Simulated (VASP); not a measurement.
# FeRu (P-6m2) in VASP: further runs

Aim: see how the results for FeRu move with the level of theory and the settings. Levels: LDA, LDA+U. Tasks: single point.

Program: VASP 6.6.1. These are calculated values, not measurements. Logs are shortened: lines on timing, memory, paths and dates and some standing lists are left out, and cuts for length are marked.

### Step 1. The cell of the first run

It takes space group P-6m2 (No. 187, hexagonal). The conventional cell has a = 2.643 Å, b = 2.643 Å, c = 4.070 Å, α = 90.00°, β = 90.00°, γ = 120.00°. Within 3.4 Å of Fe (site symmetry -6m2) lie 6 Ru at 2.54 Å and 6 Fe at 2.64 Å. Ru (site symmetry -6m2) has 6 Fe at 2.54 Å and 6 Ru at 2.64 Å within 3.4 Å.

### Step 2. Single point, LDA

Contents of INCAR:

```
  ALGO = Normal
  EDIFF = 1E-7
  ENCUT = 520
  ISIF = 2
  ISMEAR = -1
  LASPH = True
  LCHARG = False
  LREAL = False
  LWAVE = False
  NBANDS = 18
  NELM = 80
  PREC = Accurate
  SIGMA = 0.05
```

Contents of KPOINTS:

```
k-points
0
Gamma
  12 12 7
```

Contents of POSCAR:

```
FeRu
1.0
    2.6428014205      0.0000000000      0.0000000000
   -1.3214007102      2.2887331673      0.0000000000
    0.0000000000      0.0000000000      4.0702270000
Fe Ru
1 1
Direct
    0.0000000000      0.0000000000      0.5000000000
    0.6666666667      0.3333333333      0.0000000000
```

Potentials or basis: VASP PAW LDA potentials, release 64 (Fe, Ru_pv).

The run is started by

```sh
$ cat potpaw_LDA.64/Fe/POTCAR potpaw_LDA.64/Ru_pv/POTCAR > POTCAR
$ mpirun -np 1 vasp_std > vasp.out
```

OUTCAR:

```text
EDIFF = 1E-7
   ENCUT = 520
   ISIF = 2
   ISMEAR = -1
   LASPH = True
   LREAL = False
   NELM = 80
   PREC = Accurate

 ion  position               nearest neighbor table
   1  0.000  0.000  0.500-   2 2.54   2 2.54   2 2.54   2 2.54   2 2.54   2 2.54
   2  0.667  0.333  0.000-   1 2.54   1 2.54   1 2.54   1 2.54   1 2.54   1 2.54

  LATTYP: Found a hexagonal cell.
 ALAT       =     2.6428014205
 C/A-ratio  =     1.5401183640

  Lattice vectors:

 A1 = (   2.6428014205,   0.0000000000,   0.0000000000)
 A2 = (  -1.3214007102,   2.2887331673,   0.0000000000)
 A3 = (   0.0000000000,   0.0000000000,   4.0702270000)

Analysis of symmetry for initial positions (statically):
=====================================================================
 Subroutine PRICEL returns:
 Original cell was already a primitive cell.

 Routine SETGRP: Setting up the symmetry group for a
 hexagonal supercell.

 Subroutine GETGRP returns: Found 12 space group operations
 (whereof 12 operations were pure point group operations)
 out of a pool of 24 trial point group operations.

The static configuration has the point symmetry D_3h.

Analysis of symmetry for dynamics (positions and initial velocities):
=====================================================================
 Subroutine PRICEL returns:
 Original cell was already a primitive cell.

 Routine SETGRP: Setting up the symmetry group for a
 hexagonal supercell.

 Subroutine GETGRP returns: Found 12 space group operations
 (whereof 12 operations were pure point group operations)
 out of a pool of 24 trial point group operations.

The dynamic configuration has the point symmetry D_3h.

 Subroutine INISYM returns: Found 12 space group operations
 (whereof 12 operations are pure point group operations),
 and found     1 'primitive' translations

----------------------------------------------------------------------------------------

                                     Primitive cell

  volume of cell :      24.6194

  direct lattice vectors                    reciprocal lattice vectors
     2.642801421  0.000000000  0.000000000     0.378386356  0.218461465  0.000000000
    -1.321400710  2.288733167  0.000000000     0.000000000  0.436922929  0.000000000
     0.000000000  0.000000000  4.070227000     0.000000000  0.000000000  0.245686543

  length of vectors
     2.642801421  2.642801420  4.070227000     0.436922929  0.436922929  0.245686543

  position of ions in fractional coordinates (direct lattice)
     0.000000000  0.000000000  0.500000000
     0.666666667  0.333333333  0.000000000

  ion indices of the primitive-cell ions
   primitive index   ion index
                 1           1
                 2           2

----------------------------------------------------------------------------------------

 KPOINTS: k-points

Automatic generation of k-mesh.
 Grid dimensions read from file:
 generate k-points for:   12   12    7

 Generating k-lattice:

  Cartesian coordinates                     Fractional coordinates (reciprocal lattice)
     0.031532196  0.018205122  0.000000000     0.083333333  0.000000000  0.000000000
     0.000000000  0.036410244  0.000000000     0.000000000  0.083333333  0.000000000
     0.000000000  0.000000000  0.035098078     0.000000000  0.000000000  0.142857143

  Length of vectors
     0.036410244  0.036410244  0.035098078

  Shift w.r.t. Gamma in fractional coordinates (k-lattice)
     0.000000000  0.000000000  0.000000000

 Subroutine IBZKPT returns following result:
 ===========================================

 Found     76 irreducible k-points:

 Following reciprocal coordinates:
            Coordinates               Weight
  0.000000  0.000000  0.000000      1.000000
  0.083333 -0.000000  0.000000      6.000000
  0.166667 -0.000000  0.000000      6.000000
  0.250000 -0.000000  0.000000      6.000000
  0.333333 -0.000000  0.000000      6.000000
  0.416667 -0.000000  0.000000      6.000000
[... 16 lines left out ...]
  0.250000 -0.000000  0.142857     12.000000
  0.333333 -0.000000  0.142857     12.000000
 [... further k-points ...]
   k-points           NKPTS =     76   k-points in BZ     NKDIM =     76   number of bands    NBANDS=     18
   number of dos      NEDOS =    301   number of ions     NIONS =      2
   total plane-waves  NPLWV =  12000
   dimension x,y,z NGX =    20 NGY =   20 NGZ =   30
   dimension x,y,z NGXF=    40 NGYF=   40 NGZF=   60
   ions per type =               1   1
   NGX,Y,Z   is equivalent  to a cutoff of  12.58, 12.58, 12.25 a.u.
   NGXF,Y,Z  is equivalent  to a cutoff of  25.16, 25.16, 24.51 a.u.
 SYSTEM =  unknown system
   PREC   = accura    normal or accurate (medium, high low for compatibility)
   ISTART =      0    job   : 0-new  1-cont  2-samecut
   ICHARG =      2    charge: 1-file 2-atom 10-const
   ISPIN  =      1    spin polarized calculation?
   LNONCOLLINEAR =      F non collinear calculations
   LSORBIT =      F    spin-orbit coupling
   LASPH  =      T    aspherical Exc in radial PAW
   ENCUT  =  520.0 eV  38.22 Ry    6.18 a.u.   4.91  4.91  7.57*2*pi/ulx,y,z
   NELM   =     80;   NELMIN=  2; NELMDL= -5     # of ELM steps
   EDIFF  = 0.1E-06   stopping-criterion for ELM
   LREAL  =      F    real-space projection
   EDIFFG = 0.1E-05   stopping-criterion for IOM
   NSW    =      0    number of steps for IOM
   IBRION =     -1    ionic relax: 0-MD 1-quasi-New 2-CG
   NFREE  =      0    steps in history (QN), initial steepest desc. (CG)
   ISIF   =      2    stress and relaxation
   ISYM   =      2    0-nonsym 1-usesym 2-fastsym
   POTIM  = 0.5000    time-step for ionic-motion
   TEBEG  =    0.0;   TEEND  =   0.0 temperature during run
   PSTRESS=    0.0 pullay stress
   NELECT =      22.0000    total number of electrons
   NUPDOWN=      -1.0000    fix difference up-down
   EMIN   =  10.00;   EMAX   =-10.00  energy-range for DOS
   EFERMI =   0.00;   METHOD = LEGACY
   ISMEAR =    -1;   SIGMA  =   0.05  broadening in eV -4-tet -1-fermi 0-gaus
   EFERMI_NEDOS =   21; number of points for ismear=-14 and -15
   IALGO  =     38    algorithm
   IMIX   =      4    mixing-type and parameters
     AMIX     =   0.40;   BMIX     =  1.00
     AMIX_MAG =   1.60;   BMIX_MAG =  1.00
  volume/ion in A,a.u.               =      12.31        83.07
  Fermi-wavevector in a.u.,A,eV,Ry     =   1.576847  2.979809 33.830167  2.486447
  Thomas-Fermi vector in A             =   2.677619
   LORBIT       =      0    0 simple, 1 ext, 2 COOP (PROOUT), +10 PAW based schemes
   GGA     = CA    functional components
   LHFCALC =     F    Hartree Fock is set to
   AEXX    =    0.0000 exact exchange contribution
   IVDW    =     0    specifies the selected vdW correction
   LEPSILON=     F    determine dielectric tensor
   LRPA    =     F    only Hartree local field effects (RPA)
 non-spin polarized calculation
  energy-cutoff  :      520.00
  volume of cell :       24.62
 maximum number of plane-waves:       687
 NGX is ok and might be reduce to    20
   NGX =  9   NGY =  9   NGZ = 15

 number of electron      21.9999995 magnetization

 Free energy of the ion-electron system (eV)
  ---------------------------------------------------
  ext. energy  EPLUGINS =         0.00000000
  ---------------------------------------------------
  free energy    TOTEN  =       -19.82629616 eV

  energy without entropy =      -19.80779433  energy(sigma->0) =      -19.81704524

 E-fermi :   9.6369     XC(G=0): -14.0244

 val. band max:        9.6334986751   @ k =   0.1667   0.0833   0.2857
 cond. band min:       9.6420159364   @ k =   0.3333   0.0833   0.2857
 fundamental gap:      0.0085172613
 Fermi energy:         9.6369288633

 k-point     1 :       0.0000    0.0000    0.0000
  band No.  band energies     occupation
      1     -33.2196      2.00000
      2     -32.7180      2.00000
      3     -32.7180      2.00000
      4       1.4445      2.00000
      5       3.9765      2.00000
      6       7.2393      2.00000
[... 10 lines left out ...]
     17      19.5921      0.00000
     18      25.7365      0.00000

 k-point     2 :       0.0833   -0.0000    0.0000
  band No.  band energies     occupation
      1     -33.2108      2.00000
      2     -32.7836      2.00000
      3     -32.7331      2.00000
      4       1.6918      2.00000
      5       4.1618      2.00000
      6       6.9651      2.00000
[... 10 lines left out ...]
     17      19.5915      0.00000
     18      26.1101      0.00000

 k-point     3 :       0.1667   -0.0000    0.0000
  band No.  band energies     occupation
      1     -33.1867      2.00000
      2     -32.9609      2.00000
      3     -32.7742      2.00000
      4       2.3777      2.00000
      5       4.6014      2.00000
      6       6.5044      2.00000
[... 10 lines left out ...]
     17      19.5903      0.00000
     18      25.4927      0.00000

 k-point     4 :       0.2500   -0.0000    0.0000
  band No.  band energies     occupation
      1     -33.1980      2.00000
      2     -33.1536      2.00000
      3     -32.8300      2.00000
      4       3.3086      2.00000
      5       4.8067      2.00000
      6       6.2852      2.00000
[... 10 lines left out ...]
     17      19.5882      0.00000
     18      22.6707      0.00000

 k-point     5 :       0.3333   -0.0000    0.0000
  band No.  band energies     occupation
      1     -33.4298      2.00000
      2     -33.1203      2.00000
      3     -32.8852      2.00000
      4       3.9180      2.00000
      5       4.8517      2.00000
      6       5.4447      2.00000
[... 10 lines left out ...]
     17      19.5823      0.00000
     18      20.4016      0.00000

 k-point     6 :       0.4167   -0.0000    0.0000
  band No.  band energies     occupation
      1     -33.5962      2.00000
      2     -33.0958      2.00000
      3     -32.9254      2.00000
      4       3.8018      2.00000
      5       4.9196      2.00000
      6       5.2658      2.00000
[... 307 lines left out ...]
 k-point    21 :       0.0833   -0.0000    0.1429
  band No.  band energies     occupation
      1     -33.2136      2.00000
      2     -32.7836      2.00000
      3     -32.7331      2.00000
      4       1.9162      2.00000
      5       4.2138      2.00000
      6       6.9210      2.00000
[... 10 lines left out ...]
     17      20.3786      0.00000
     18      26.0156      0.00000

 k-point    22 :       0.1667   -0.0000    0.1429
  band No.  band energies     occupation
      1     -33.1890      2.00000
      2     -32.9607      2.00000
      3     -32.7743      2.00000
      4       2.5810      2.00000
      5       4.6694      2.00000
      6       6.5039      2.00000
[... 10 lines left out ...]
     17      20.5256      0.00000
     18      25.5691      0.00000

 k-point    23 :       0.2500   -0.0000    0.1429
  band No.  band energies     occupation
      1     -33.1977      2.00000
      2     -33.1551      2.00000
      3     -32.8301      2.00000
      4       3.4424      2.00000
      5       4.8847      2.00000
      6       6.1832      2.00000
[... 10 lines left out ...]
     17      20.7278      0.00000
     18      22.9377      0.00000

 k-point    24 :       0.3333   -0.0000    0.1429
  band No.  band energies     occupation
      1     -33.4292      2.00000
      2     -33.1211      2.00000
      3     -32.8854      2.00000
      4       3.9304      2.00000
      5       4.8111      2.00000
      6       5.6047      2.00000
[... 10 lines left out ...]
     17      19.8942      0.00000
     18      21.5714      0.00000

 [... further k-points ...]
[... 5 lines left out ...]
  --------------------------------------------------------------------------------------
  -------------------------------------------------------------------------------------
  Total       -3.0651211     -3.0651211     -2.9993366     -0.0000000      0.0000000      0.0000000
  in kB     -199.4710594   -199.4710594   -195.1899565     -0.0000000      0.0000000      0.0000000
  external PRESSURE =    -198.0440251 kB  Pullay stress =       0.0000000 kB

 VOLUME and BASIS-vectors are now :
 -----------------------------------------------------------------------------
  energy-cutoff  :      520.00
  volume of cell :       24.62
      direct lattice vectors                 reciprocal lattice vectors
     2.642801421  0.000000000  0.000000000     0.378386356  0.218461465  0.000000000
    -1.321400710  2.288733167  0.000000000     0.000000000  0.436922929  0.000000000
     0.000000000  0.000000000  4.070227000     0.000000000  0.000000000  0.245686543

 POSITION                                       TOTAL-FORCE (eV/Angst)
 -----------------------------------------------------------------------------------
      0.00000      0.00000      2.03511         0.000000      0.000000      0.000000
      1.32140      0.76291      0.00000        -0.000000      0.000000      0.000000
 -----------------------------------------------------------------------------------
    total drift:                               -0.000000      0.000000      0.000000

  FREE ENERGIE OF THE ION-ELECTRON SYSTEM (eV)
  ---------------------------------------------------
  free  energy   TOTEN  =       -19.8262961597 eV

  energy  without entropy=      -19.8077943297  energy(sigma->0) =      -19.81704524
```

It took 42 s on 1 thread of Intel Xeon 8259CL, shared host; peak memory 0.15 GiB.

Results:

| Property | Result |
| --- | --- |
| Free energy | -19.8263 eV |
| Pressure | -19.8 GPa |
| Band gap on the k mesh | zero (bands 11 and 12 overlap by 1.88 eV) |

Stress tensor (GPa, compression positive):
```
-19.95   0.00   0.00
  0.00 -19.95   0.00
  0.00   0.00 -19.52
```

Caveat: the cell stands under tension; the run has no spin polarisation, though such a crystal can be magnetic.

[end of part 1 of 2]
